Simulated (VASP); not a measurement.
# Sn3Te (Imm2) in VASP: single point with PBE

Aim: the single point of Sn3Te with PBE.

Program: VASP 6.6.1. These are calculated values, not measurements. Logs are shortened: lines on timing, memory, paths and dates and some standing lists are left out, and cuts for length are marked.

### Step 1. The cell of the first run

The structure is orthorhombic, space group Imm2 (No. 44). The conventional cell has a = 4.602 Å, b = 4.602 Å, c = 11.033 Å, α = 90.00°, β = 90.00°, γ = 90.00°. Within 4.3 Å of Sn (site symmetry mm2) lie 8 Sn at 3.25 to 3.59 Å and 4 Te at 3.59 Å. Within 4.3 Å of Sn (site symmetry mm2) lie 8 Sn at 3.25 to 3.63 Å and 4 Te at 3.56 to 3.63 Å. Within 4.3 Å of Sn (site symmetry mm2) lie 4 Te at 3.25 Å and 8 Sn at 3.56 to 3.63 Å. Within 4.3 Å of Te (site symmetry mm2) lie 12 Sn at 3.25 to 3.63 Å.

### Step 2. Single point, PBE (one atom moved)

File INCAR:

```
SYSTEM = Sn3Te
  ALGO = Normal
  EDIFF = 1E-6
  ENCUT = 520
  GGA = PE
  ISIF = 2
  ISMEAR = 0
  LASPH = .TRUE.
  LCHARG = .FALSE.
  LREAL = .FALSE.
  LWAVE = .FALSE.
  NBANDS = 32
  NELM = 100
  PREC = Accurate
  SIGMA = 0.1
```

File KPOINTS:

```
k-points
0
G
  12 12 12
  0 0 0
```

File POSCAR:

```
Sn3Te
1.0
   -2.3009040000      2.3009040000      5.5164940000
    2.3009040000     -2.3009040000      5.5164940000
    2.3009040000      2.3009040000     -5.5164940000
Sn Te
3 1
Direct
    0.7500000000      0.2500000000      0.5000000000
    0.2540786775      0.7540786775      0.5000000000
    0.5000000000      0.5000000000      0.0000000000
    0.0000000000      0.0000000000      0.0000000000
```

Potentials or basis: VASP PAW PBE potentials, release 64 (Sn_d, Te).

Launch:

```console
> cat potpaw_PBE.64/Sn_d/POTCAR potpaw_PBE.64/Te/POTCAR > POTCAR
> mpirun -np 1 vasp_std > vasp.out
```

OUTCAR:

```text
SYSTEM = Sn3Te
   EDIFF = 1E-6
   ENCUT = 520
   GGA = PE
   ISIF = 2
   ISMEAR = 0
   LASPH = .TRUE.
   LREAL = .FALSE.
   NELM = 100
   PREC = Accurate

 ion  position               nearest neighbor table
   1  0.750  0.250  0.500-   2 3.25   2 3.25   2 3.25   2 3.25   4 3.59   3 3.59   4 3.59   3 3.59
                             3 3.59   4 3.59   3 3.59   4 3.59
   2  0.254  0.754  0.500-   1 3.25   1 3.25   1 3.25   1 3.25   4 3.56   3 3.56   4 3.56   3 3.56
                             4 3.63   4 3.63   3 3.63   3 3.63
   3  0.500  0.500  0.000-   4 3.25   4 3.25   4 3.25   4 3.25   2 3.56   2 3.56   1 3.59   1 3.59
                             1 3.59   1 3.59   2 3.63   2 3.63
   4  0.000  0.000  0.000-   3 3.25   3 3.25   3 3.25   3 3.25   2 3.56   2 3.56   1 3.59   1 3.59
                             1 3.59   1 3.59   2 3.63   2 3.63

  LATTYP: Found a body centered tetragonal cell.
 ALAT       =     4.6018080000
 C/A-ratio  =     2.3975333173

  Lattice vectors:

 A1 = (  -2.3009040000,   2.3009040000,   5.5164940000)
 A2 = (   2.3009040000,  -2.3009040000,   5.5164940000)
 A3 = (   2.3009040000,   2.3009040000,  -5.5164940000)

Analysis of symmetry for initial positions (statically):
=====================================================================
 Subroutine PRICEL returns:
 Original cell was already a primitive cell.

 Routine SETGRP: Setting up the symmetry group for a
 body centered tetragonal supercell.

 Subroutine GETGRP returns: Found  4 space group operations
 (whereof  4 operations were pure point group operations)
 out of a pool of 16 trial point group operations.

The static configuration has the point symmetry C_2v.

Analysis of symmetry for dynamics (positions and initial velocities):
=====================================================================
 Subroutine PRICEL returns:
 Original cell was already a primitive cell.

 Routine SETGRP: Setting up the symmetry group for a
 body centered tetragonal supercell.

 Subroutine GETGRP returns: Found  4 space group operations
 (whereof  4 operations were pure point group operations)
 out of a pool of 16 trial point group operations.

The dynamic configuration has the point symmetry C_2v.

 Subroutine INISYM returns: Found  4 space group operations
 (whereof  4 operations are pure point group operations),
 and found     1 'primitive' translations

----------------------------------------------------------------------------------------

                                     Primitive cell

  volume of cell :     116.8208

  direct lattice vectors                    reciprocal lattice vectors
    -2.300904000  2.300904000  5.516494000     0.000000000  0.217305894  0.090637278
     2.300904000 -2.300904000  5.516494000     0.217305894  0.000000000  0.090637278
     2.300904000  2.300904000 -5.516494000     0.217305894  0.217305894  0.000000000

  length of vectors
     6.404687696  6.404687696  6.404687696     0.235450563  0.235450563  0.307316942

  position of ions in fractional coordinates (direct lattice)
     0.750000000  0.250000000  0.500000000
     0.254078677  0.754078677  0.500000000
     0.500000000  0.500000000  0.000000000
     0.000000000  0.000000000  0.000000000

  ion indices of the primitive-cell ions
   primitive index   ion index
                 1           1
                 2           2
                 3           3
                 4           4

----------------------------------------------------------------------------------------

 KPOINTS: k-points

Automatic generation of k-mesh.
 Grid dimensions read from file:
 generate k-points for:   12   12   12

 Generating k-lattice:

  Cartesian coordinates                     Fractional coordinates (reciprocal lattice)
     0.000000000  0.018108824  0.007553106     0.083333333  0.000000000  0.000000000
     0.018108824  0.000000000  0.007553106     0.000000000  0.083333333  0.000000000
     0.018108824  0.018108824  0.000000000     0.000000000  0.000000000  0.083333333

  Length of vectors
     0.019620880  0.019620880  0.025609745

  Shift w.r.t. Gamma in fractional coordinates (k-lattice)
     0.000000000  0.000000000  0.000000000

 Subroutine IBZKPT returns following result:
 ===========================================

 Found    280 irreducible k-points:

 Following reciprocal coordinates:
            Coordinates               Weight
  0.000000  0.000000  0.000000      1.000000
  0.083333  0.000000 -0.000000      4.000000
  0.000000  0.083333 -0.000000      4.000000
  0.166667 -0.000000  0.000000      4.000000
 -0.000000  0.166667  0.000000      4.000000
  0.250000 -0.000000  0.000000      4.000000
[... 16 lines left out ...]
  0.500000  0.083333  0.000000      8.000000
  0.000000 -0.416667 -0.083333      8.000000
 [... further k-points ...]
   k-points           NKPTS =    280   k-points in BZ     NKDIM =    280   number of bands    NBANDS=     32
   number of dos      NEDOS =    301   number of ions     NIONS =      4
   total plane-waves  NPLWV = 110592
   dimension x,y,z NGX =    48 NGY =   48 NGZ =   48
   dimension x,y,z NGXF=    96 NGYF=   96 NGZF=   96
   ions per type =               3   1
   NGX,Y,Z   is equivalent  to a cutoff of  12.46, 12.46, 12.46 a.u.
   NGXF,Y,Z  is equivalent  to a cutoff of  24.92, 24.92, 24.92 a.u.
 SYSTEM =  Sn3Te
   PREC   = accura    normal or accurate (medium, high low for compatibility)
   ISTART =      0    job   : 0-new  1-cont  2-samecut
   ICHARG =      2    charge: 1-file 2-atom 10-const
   ISPIN  =      1    spin polarized calculation?
   LNONCOLLINEAR =      F non collinear calculations
   LSORBIT =      F    spin-orbit coupling
   LASPH  =      T    aspherical Exc in radial PAW
   ENCUT  =  520.0 eV  38.22 Ry    6.18 a.u.  11.91 11.91 11.91*2*pi/ulx,y,z
   NELM   =    100;   NELMIN=  2; NELMDL= -5     # of ELM steps
   EDIFF  = 0.1E-05   stopping-criterion for ELM
   LREAL  =      F    real-space projection
   EDIFFG = 0.1E-04   stopping-criterion for IOM
   NSW    =      0    number of steps for IOM
   IBRION =     -1    ionic relax: 0-MD 1-quasi-New 2-CG
   NFREE  =      0    steps in history (QN), initial steepest desc. (CG)
   ISIF   =      2    stress and relaxation
   ISYM   =      2    0-nonsym 1-usesym 2-fastsym
   POTIM  = 0.5000    time-step for ionic-motion
   TEBEG  =    0.0;   TEEND  =   0.0 temperature during run
   PSTRESS=    0.0 pullay stress
   NELECT =      48.0000    total number of electrons
   NUPDOWN=      -1.0000    fix difference up-down
   EMIN   =  10.00;   EMAX   =-10.00  energy-range for DOS
   EFERMI =   0.00;   METHOD = LEGACY
   ISMEAR =     0;   SIGMA  =   0.10  broadening in eV -4-tet -1-fermi 0-gaus
   EFERMI_NEDOS =   21; number of points for ismear=-14 and -15
   IALGO  =     38    algorithm
   IMIX   =      4    mixing-type and parameters
     AMIX     =   0.40;   BMIX     =  1.00
     AMIX_MAG =   1.60;   BMIX_MAG =  1.00
  volume/ion in A,a.u.               =      29.21       197.09
  Fermi-wavevector in a.u.,A,eV,Ry     =   1.217069  2.299927 20.153724  1.481257
  Thomas-Fermi vector in A             =   2.352402
   LORBIT       =      0    0 simple, 1 ext, 2 COOP (PROOUT), +10 PAW based schemes
   GGA     = PE    functional components
   LHFCALC =     F    Hartree Fock is set to
   AEXX    =    0.0000 exact exchange contribution
   IVDW    =     0    specifies the selected vdW correction
   LEPSILON=     F    determine dielectric tensor
   LRPA    =     F    only Hartree local field effects (RPA)
 non-spin polarized calculation
 Gauss-broadening in eV      SIGMA  =   0.10
  energy-cutoff  :      520.00
  volume of cell :      116.82
 maximum number of plane-waves:      3180
   NGX = 23   NGY = 23   NGZ = 23

 number of electron      48.0000000 magnetization

 Free energy of the ion-electron system (eV)
  ---------------------------------------------------
  ext. energy  EPLUGINS =         0.00000000
  ---------------------------------------------------
  free energy    TOTEN  =       -14.45883455 eV

  energy without entropy =      -14.44946817  energy(sigma->0) =      -14.45415136

 E-fermi :   7.5165     XC(G=0):  -9.9929

 val. band max:        7.5136045752   @ k =   0.5000   0.1667   0.0000
 cond. band min:       7.5234043721   @ k =  -0.3333   0.4167  -0.4167
 fundamental gap:      0.0097997968
 Fermi energy:         7.5165232736

 k-point     1 :       0.0000    0.0000    0.0000
  band No.  band energies     occupation
      1     -14.2345      2.00000
      2     -14.2137      2.00000
      3     -14.2089      2.00000
      4     -14.2016      2.00000
      5     -14.1939      2.00000
      6     -14.1917      2.00000
[... 24 lines left out ...]
     31      13.7819      0.00000
     32      13.8127      0.00000

 k-point     2 :       0.0833    0.0000   -0.0000
  band No.  band energies     occupation
      1     -14.2306      2.00000
      2     -14.2126      2.00000
      3     -14.2083      2.00000
      4     -14.2011      2.00000
      5     -14.1950      2.00000
      6     -14.1925      2.00000
[... 24 lines left out ...]
     31      13.4663      0.00000
     32      14.2272      0.00000

 k-point     3 :       0.0000    0.0833   -0.0000
  band No.  band energies     occupation
      1     -14.2305      2.00000
      2     -14.2116      2.00000
      3     -14.2093      2.00000
      4     -14.2013      2.00000
      5     -14.1946      2.00000
      6     -14.1928      2.00000
[... 24 lines left out ...]
     31      13.5139      0.00000
     32      14.2321      0.00000

 k-point     4 :       0.1667   -0.0000    0.0000
  band No.  band energies     occupation
      1     -14.2211      2.00000
      2     -14.2122      2.00000
      3     -14.2041      2.00000
      4     -14.1993      2.00000
      5     -14.1960      2.00000
      6     -14.1931      2.00000
[... 24 lines left out ...]
     31      13.0411      0.00000
     32      13.6215      0.00000

 k-point     5 :      -0.0000    0.1667    0.0000
  band No.  band energies     occupation
      1     -14.2208      2.00000
      2     -14.2106      2.00000
      3     -14.2058      2.00000
      4     -14.1996      2.00000
      5     -14.1951      2.00000
      6     -14.1940      2.00000
[... 584 lines left out ...]
     31      12.2328      0.00000
     32      14.3382      0.00000

 k-point    22 :      -0.0000    0.5000   -0.0833
  band No.  band energies     occupation
      1     -14.2154      2.00000
      2     -14.2144      2.00000
      3     -14.2021      2.00000
      4     -14.1964      2.00000
      5     -14.1827      2.00000
      6     -14.1704      2.00000
[... 24 lines left out ...]
     31      12.2453      0.00000
     32      14.3497      0.00000

 k-point    23 :       0.5000    0.0833    0.0000
  band No.  band energies     occupation
      1     -14.2153      2.00000
      2     -14.2149      2.00000
      3     -14.2034      2.00000
      4     -14.1950      2.00000
      5     -14.1826      2.00000
      6     -14.1589      2.00000
[... 24 lines left out ...]
     31      12.0688      0.00000
     32      14.8428      0.00000

 k-point    24 :       0.0000   -0.4167   -0.0833
  band No.  band energies     occupation
      1     -14.2151      2.00000
      2     -14.2146      2.00000
      3     -14.2016      2.00000
      4     -14.1950      2.00000
      5     -14.1827      2.00000
      6     -14.1595      2.00000
[... 24 lines left out ...]
     31      12.0786      0.00000
     32      14.8621      0.00000

 [... further k-points ...]
[... 5 lines left out ...]
  --------------------------------------------------------------------------------------
  -------------------------------------------------------------------------------------
  Total       -0.2350814     -0.2715504     -0.1563251      0.0000000      0.0000000      0.0000000
  in kB       -3.2241022     -3.7242679     -2.1439729      0.0000000      0.0000000      0.0000000
  external PRESSURE =      -3.0307810 kB  Pullay stress =       0.0000000 kB

 VOLUME and BASIS-vectors are now :
 -----------------------------------------------------------------------------
  energy-cutoff  :      520.00
  volume of cell :      116.82
      direct lattice vectors                 reciprocal lattice vectors
    -2.300904000  2.300904000  5.516494000     0.000000000  0.217305894  0.090637278
     2.300904000 -2.300904000  5.516494000     0.217305894  0.000000000  0.090637278
     2.300904000  2.300904000 -5.516494000     0.217305894  0.217305894  0.000000000

 POSITION                                       TOTAL-FORCE (eV/Angst)
 -----------------------------------------------------------------------------------
      0.00000      2.30090      2.75825        -0.000000     -0.000000     -0.025411
      2.30090      0.00000      2.80325        -0.000000     -0.000000     -0.032275
      0.00000      0.00000      5.51649         0.000000      0.000000      0.028703
      0.00000      0.00000      0.00000         0.000000      0.000000      0.028983
 -----------------------------------------------------------------------------------
    total drift:                               -0.000000     -0.000000     -0.000050

  FREE ENERGIE OF THE ION-ELECTRON SYSTEM (eV)
  ---------------------------------------------------
  free  energy   TOTEN  =       -14.4588345479 eV

  energy  without entropy=      -14.4494681669  energy(sigma->0) =      -14.45415136
```

Run time: 11 min. Hardware: 1 thread of Intel Xeon 6975P-C (Granite Rapids), shared host; peak memory 0.96 GiB.

What came out:

- Free energy: -14.4588 eV
- Pressure: -0.3 GPa
- Largest force: 0.032 eV/Å
- Band gap on the k mesh: zero (band 24 reaches 7.95 eV, above the bottom of band 25 at 7.01 eV)

Forces on the atoms (eV/Å):
```
Sn   0.000  0.000 -0.025
Sn   0.000  0.000 -0.032
Sn   0.000  0.000  0.029
Te   0.000  0.000  0.029
```

Stress tensor (GPa, compression positive):
```
-0.32  0.00  0.00
 0.00 -0.37  0.00
 0.00  0.00 -0.21
```

Levels at points of the mesh, in eV from the Fermi level:
```tsv
k point	band 22	band 23	band 24	band 25	band 26	band 27
(0.00, 0.00, 0.00)	-3.11	-1.63	-1.63	-0.37	0.38	2.60
(0.50, 0.00, 0.00)	-1.89	-0.92	-0.70	0.62	1.00	1.01
(0.00, 0.50, 0.00)	-1.96	-0.91	-0.65	0.64	1.06	1.06
(0.50, 0.50, 0.00)	-3.22	-2.47	-1.60	-0.51	2.51	2.63
(0.50, 0.50, 0.50)	-1.10	-0.19	-0.18	0.50	1.49	1.98
```

Caveat: the cell differs from its parent crystal (one atom moved); spin-orbit coupling is left out, which moves the levels of the heavy elements.
